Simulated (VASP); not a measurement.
# SiW4 (P4/mmm) in VASP: relaxation of cell and atoms with PBE

Aim: the relaxation of cell and atoms of SiW4 with PBE.

Everything below comes from runs of VASP 6.6.1. Logs are shortened: lines on timing, memory, paths and dates and some standing lists are left out, and cuts for length are marked.

**1. The cell of the first run**

The structure is tetragonal, space group P4/mmm (No. 123). The conventional cell has a = 6.133 Å, b = 6.133 Å, c = 2.615 Å, α = 90.00°, β = 90.00°, γ = 90.00°. Within 3.4 Å of Si (site symmetry 4/mmm) lie 2 Si at 2.62 Å. W (site symmetry m2m) has 5 W at 2.50 to 2.62 Å within 3.3 Å.

The cell was generated, and may not be a known phase.

**2. Relaxation of cell and atoms, PBE**

The input, INCAR:

```
SYSTEM = SiW4
PREC = Accurate ; ENCUT = 600
EDIFF = 1E-6 ; ISMEAR = 0
SIGMA = 0.1 ; LREAL = .False.
LASPH = .True. ; NELM = 100
ALGO = Fast ; ISIF = 3
LWAVE = .False. ; LCHARG = .False.
GGA = PE ; IBRION = 2
NSW = 100 ; EDIFFG = -0.01
```

The input, KPOINTS:

```
Automatic mesh
0
Gamma
  6 6 14
  0 0 0
```

The input, POSCAR:

```
SiW4
1.0
    6.1327499105      0.0000000000      0.0000000000
    0.0000000000      6.1327499105      0.0000000000
    0.0000000000      0.0000000000      2.6153142673
Si W
1 4
Direct
    0.0000000000      0.0000000000      0.0000000000
    0.2040800898      0.5000000000      0.5000000000
    0.7959199102      0.5000000000      0.5000000000
    0.5000000000      0.2040800898      0.5000000000
    0.5000000000      0.7959199102      0.5000000000
```

Potentials or basis: VASP PAW PBE potentials, release 64 (Si, W_sv).

Run with:

```console
$ cat potpaw_PBE.64/Si/POTCAR potpaw_PBE.64/W_sv/POTCAR > POTCAR
$ mpirun -np 1 vasp_std > vasp.out
```

OUTCAR:

```text
SYSTEM = SiW4
   PREC = Accurate
   ENCUT = 600
   EDIFF = 1E-6
   ISMEAR = 0
   LREAL = .False.
   LASPH = .True.
   NELM = 100
   ISIF = 3
   GGA = PE
   IBRION = 2
   NSW = 100
   EDIFFG = -0.01

 ion  position               nearest neighbor table
   1  0.000  0.000  0.000-
   2  0.204  0.500  0.500-   3 2.50   4 2.57   5 2.57
   3  0.796  0.500  0.500-   2 2.50   4 2.57   5 2.57
   4  0.500  0.204  0.500-   5 2.50   3 2.57   2 2.57
   5  0.500  0.796  0.500-   4 2.50   3 2.57   2 2.57

  LATTYP: Found a simple tetragonal cell.
 ALAT       =     6.1327499105
 C/A-ratio  =     0.4264505003

  Lattice vectors:

 A1 = (   6.1327499105,   0.0000000000,   0.0000000000)
 A2 = (   0.0000000000,   6.1327499105,   0.0000000000)
 A3 = (   0.0000000000,   0.0000000000,   2.6153142673)

Analysis of symmetry for initial positions (statically):
=====================================================================
 Subroutine PRICEL returns:
 Original cell was already a primitive cell.

 Routine SETGRP: Setting up the symmetry group for a
 simple tetragonal supercell.

 Subroutine GETGRP returns: Found 16 space group operations
 (whereof 16 operations were pure point group operations)
 out of a pool of 16 trial point group operations.

The static configuration has the point symmetry D_4h.

Analysis of symmetry for dynamics (positions and initial velocities):
=====================================================================
 Subroutine PRICEL returns:
 Original cell was already a primitive cell.

 Routine SETGRP: Setting up the symmetry group for a
 simple tetragonal supercell.

 Subroutine GETGRP returns: Found 16 space group operations
 (whereof 16 operations were pure point group operations)
 out of a pool of 16 trial point group operations.

The dynamic configuration has the point symmetry D_4h.

 Subroutine INISYM returns: Found 16 space group operations
 (whereof 16 operations are pure point group operations),
 and found     1 'primitive' translations

----------------------------------------------------------------------------------------

                                     Primitive cell

  volume of cell :      98.3636

  direct lattice vectors                    reciprocal lattice vectors
     6.132749911  0.000000000  0.000000000     0.163058989  0.000000000  0.000000000
     0.000000000  6.132749911  0.000000000     0.000000000  0.163058989  0.000000000
     0.000000000  0.000000000  2.615314267     0.000000000  0.000000000  0.382363226

  length of vectors
     6.132749911  6.132749911  2.615314267     0.163058989  0.163058989  0.382363226

  position of ions in fractional coordinates (direct lattice)
     0.000000000  0.000000000  0.000000000
     0.204080090  0.500000000  0.500000000
     0.795919910  0.500000000  0.500000000
     0.500000000  0.204080090  0.500000000
     0.500000000  0.795919910  0.500000000

  ion indices of the primitive-cell ions
   primitive index   ion index
                 1           1
                 2           2
                 3           3
                 4           4
                 5           5

----------------------------------------------------------------------------------------

 KPOINTS: Automatic mesh

Automatic generation of k-mesh.
 Grid dimensions read from file:
 generate k-points for:    6    6   14

 Generating k-lattice:

  Cartesian coordinates                     Fractional coordinates (reciprocal lattice)
     0.027176498  0.000000000  0.000000000     0.166666667  0.000000000  0.000000000
     0.000000000  0.027176498  0.000000000     0.000000000  0.166666667  0.000000000
     0.000000000  0.000000000  0.027311659     0.000000000  0.000000000  0.071428571

  Length of vectors
     0.027176498  0.027176498  0.027311659

  Shift w.r.t. Gamma in fractional coordinates (k-lattice)
     0.000000000  0.000000000  0.000000000

 Subroutine IBZKPT returns following result:
 ===========================================

 Found     80 irreducible k-points:

 Following reciprocal coordinates:
            Coordinates               Weight
  0.000000  0.000000  0.000000      1.000000
  0.166667  0.000000  0.000000      4.000000
  0.333333  0.000000  0.000000      4.000000
  0.500000  0.000000  0.000000      2.000000
  0.166667  0.166667  0.000000      4.000000
  0.333333  0.166667  0.000000      8.000000
[... 16 lines left out ...]
  0.333333  0.000000  0.142857      8.000000
  0.500000  0.000000  0.142857      4.000000
 [... further k-points ...]
   k-points           NKPTS =     80   k-points in BZ     NKDIM =     80   number of bands    NBANDS=     36
   number of dos      NEDOS =    301   number of ions     NIONS =      5
   total plane-waves  NPLWV =  60000
   dimension x,y,z NGX =    50 NGY =   50 NGZ =   24
   dimension x,y,z NGXF=   100 NGYF=  100 NGZF=   48
   ions per type =               1   4
   NGX,Y,Z   is equivalent  to a cutoff of  13.55, 13.55, 15.26 a.u.
   NGXF,Y,Z  is equivalent  to a cutoff of  27.11, 27.11, 30.51 a.u.
 SYSTEM =  SiW4
   PREC   = accura    normal or accurate (medium, high low for compatibility)
   ISTART =      0    job   : 0-new  1-cont  2-samecut
   ICHARG =      2    charge: 1-file 2-atom 10-const
   ISPIN  =      1    spin polarized calculation?
   LNONCOLLINEAR =      F non collinear calculations
   LSORBIT =      F    spin-orbit coupling
   LASPH  =      T    aspherical Exc in radial PAW
   ENCUT  =  600.0 eV  44.10 Ry    6.64 a.u.  12.25 12.25  5.22*2*pi/ulx,y,z
   NELM   =    100;   NELMIN=  2; NELMDL= -5     # of ELM steps
   EDIFF  = 0.1E-05   stopping-criterion for ELM
   LREAL  =      F    real-space projection
   EDIFFG = -.1E-01   stopping-criterion for IOM
   NSW    =    100    number of steps for IOM
   IBRION =      2    ionic relax: 0-MD 1-quasi-New 2-CG
   NFREE  =      1    steps in history (QN), initial steepest desc. (CG)
   ISIF   =      3    stress and relaxation
   ISYM   =      2    0-nonsym 1-usesym 2-fastsym
   POTIM  = 0.5000    time-step for ionic-motion
   TEBEG  =    0.0;   TEEND  =   0.0 temperature during run
   PSTRESS=    0.0 pullay stress
   NELECT =      60.0000    total number of electrons
   NUPDOWN=      -1.0000    fix difference up-down
   EMIN   =  10.00;   EMAX   =-10.00  energy-range for DOS
   EFERMI =   0.00;   METHOD = LEGACY
   ISMEAR =     0;   SIGMA  =   0.10  broadening in eV -4-tet -1-fermi 0-gaus
   EFERMI_NEDOS =   21; number of points for ismear=-14 and -15
   IALGO  =     68    algorithm
   IMIX   =      4    mixing-type and parameters
     AMIX     =   0.40;   BMIX     =  1.00
     AMIX_MAG =   1.60;   BMIX_MAG =  1.00
  volume/ion in A,a.u.               =      19.67       132.76
  Fermi-wavevector in a.u.,A,eV,Ry     =   1.388397  2.623691 26.227233  1.927647
  Thomas-Fermi vector in A             =   2.512527
   LORBIT       =      0    0 simple, 1 ext, 2 COOP (PROOUT), +10 PAW based schemes
   GGA     = PE    functional components
   LHFCALC =     F    Hartree Fock is set to
   AEXX    =    0.0000 exact exchange contribution
   IVDW    =     0    specifies the selected vdW correction
   LEPSILON=     F    determine dielectric tensor
   LRPA    =     F    only Hartree local field effects (RPA)
 conjugate gradient relaxation of ions
 non-spin polarized calculation
 RMM-DIIS sequential band-by-band and
 Gauss-broadening in eV      SIGMA  =   0.10
  energy-cutoff  :      600.00
  volume of cell :       98.36
 maximum number of plane-waves:      3314
 NGX is ok and might be reduce to    50
   NGX = 25   NGY = 25   NGZ = 11

--------------------------------------- Ionic step        1  -------------------------------------------

 number of electron      59.9999997 magnetization

 Free energy of the ion-electron system (eV)
  ---------------------------------------------------
  ext. energy  EPLUGINS =         0.00000000
  ---------------------------------------------------
  free energy    TOTEN  =       -49.48707288 eV

  energy without entropy =      -49.45975882  energy(sigma->0) =      -49.47341585

------------------------ aborting loop because EDIFF is reached ----------------------------------------

  FORCE on cell =-STRESS in cart. coord.  units (eV):
  Direction    XX          YY          ZZ          XY          YZ          ZX
  --------------------------------------------------------------------------------------
  -------------------------------------------------------------------------------------
  Total        0.0908749      0.0908749      2.8555354      0.0000000      0.0000000      0.0000000
  in kB        1.4801995      1.4801995     46.5118631      0.0000000      0.0000000      0.0000000
  external PRESSURE =      16.4907540 kB  Pullay stress =       0.0000000 kB
[... 258 lines left out ...]
  energy  without entropy=      -49.4782490805  energy(sigma->0) =      -49.49113647

--------------------------------------- Ionic step        8  -------------------------------------------

 number of electron      60.0000002 magnetization

 Free energy of the ion-electron system (eV)
  ---------------------------------------------------
  ext. energy  EPLUGINS =         0.00000000
  ---------------------------------------------------
  free energy    TOTEN  =       -49.50405107 eV

  energy without entropy =      -49.47822979  energy(sigma->0) =      -49.49114043

 E-fermi :   7.7886     XC(G=0): -11.6974

 val. band max:        7.7765054109   @ k =   0.5000   0.5000   0.2143
 cond. band min:       7.7887891361   @ k =   0.5000   0.3333   0.2143
 fundamental gap:      0.0122837251
 Fermi energy:         7.7885625950

 k-point     1 :       0.0000    0.0000    0.0000
  band No.  band energies     occupation
      1     -65.9235      2.00000
      2     -65.7927      2.00000
      3     -65.7694      2.00000
      4     -65.7694      2.00000
      5     -31.0218      2.00000
      6     -30.4282      2.00000
[... 925 lines left out ...]
     35       9.5293      0.00000
     36      10.2281      0.00000

 [... further k-points ...]

------------------------ aborting loop because EDIFF is reached ----------------------------------------

  FORCE on cell =-STRESS in cart. coord.  units (eV):
  Direction    XX          YY          ZZ          XY          YZ          ZX
  --------------------------------------------------------------------------------------
  -------------------------------------------------------------------------------------
  Total        0.0039230      0.0039230     -0.0165713      0.0000000      0.0000000      0.0000000
  in kB        0.0632968      0.0632968     -0.2673735      0.0000000      0.0000000      0.0000000
  external PRESSURE =      -0.0469266 kB  Pullay stress =       0.0000000 kB
[... 20 lines left out ...]
  FREE ENERGIE OF THE ION-ELECTRON SYSTEM (eV)
  ---------------------------------------------------
  free  energy   TOTEN  =       -49.5040510658 eV

  energy  without entropy=      -49.4782297908  energy(sigma->0) =      -49.49114043

 reached required accuracy - stopping structural energy minimisation
```

Run time: 48 min. Hardware: 1 thread of Intel Xeon 8259CL, shared host; peak memory 0.44 GiB.

What came out:

| Quantity | Value |
| --- | --- |
| Free energy | -49.5041 eV |
| Relaxed volume | 19.86 Å³/atom |
| Relaxed cell | a = 6.124 Å, b = 6.124 Å, c = 2.647 Å, α = 90.00°, β = 90.00°, γ = 90.00° |
| Space group after relaxing (to 0.1 Å) | P4/mmm (No. 123) |
| Energy gained by relaxing | 3.4 meV/atom |
| Ionic steps | 8 |
| Pressure after relaxing | 0.0 GPa |
| Largest force after relaxing | 0.005 eV/Å |
| Band gap on the k mesh | zero (bands 30 and 31 overlap by 1.49 eV) |

Forces on the atoms (eV/Å):
```
Si   0.000  0.000  0.000
W    0.005  0.000  0.000
W   -0.005  0.000  0.000
W    0.000  0.005  0.000
W    0.000 -0.005  0.000
```

Step by step:
| step | energy change (eV) | largest force (eV/Å) | pressure (GPa) | volume (Å³) |
| --- | --- | --- | --- | --- |
| 1 | 0.0000 | 0.0459 | 1.65 | 98.36 |
| 2 | 0.0127 | 0.0429 | -2.94 | 101.25 |
| 3 | -0.0163 | 0.0009 | -0.42 | 99.58 |
| 4 | -0.0163 | 0.0018 | -0.40 | 99.56 |
| 5 | -0.0162 | 0.0458 | 0.46 | 99.02 |
| 6 | -0.0170 | 0.0210 | 0.01 | 99.30 |
| 7 | -0.0170 | 0.0215 | 0.02 | 99.29 |
| 8 | -0.0170 | 0.0050 | 0.00 | 99.30 |

Final structure:
```
Si W
1.0
     6.12443    0.00000    0.00000
     0.00000    6.12443    0.00000
     0.00000    0.00000    2.64738
Si W
1 4
Direct
  0.00000 0.00000 0.00000
  0.20411 0.50000 0.50000
  0.79589 0.50000 0.50000
  0.50000 0.20411 0.50000
  0.50000 0.79589 0.50000
```

Levels at points of the mesh, in eV from the Fermi level:
```csv
k point,band 27,band 28,band 29,band 30,band 31,band 32,band 33,band 34
"(0.00, 0.00, 0.00)",-2.18,-1.48,-1.44,0.87,1.45,2.06,2.28,2.50
"(0.50, 0.00, 0.00)",-1.69,-1.38,-0.21,-0.13,1.05,1.39,1.63,2.02
"(0.50, 0.50, 0.00)",-2.14,-2.14,-0.70,0.10,0.10,1.70,1.70,1.87
"(0.00, 0.00, 0.50)",-0.44,-0.36,0.11,0.38,0.38,0.75,0.75,0.99
"(0.50, 0.00, 0.50)",-1.52,-1.24,-0.24,-0.22,0.22,1.09,1.78,2.23
"(0.50, 0.50, 0.50)",-1.88,-1.31,-0.93,-0.47,-0.31,-0.31,1.46,2.46
```

Caveat: spin-orbit coupling is left out, which moves the levels of the heavy elements.
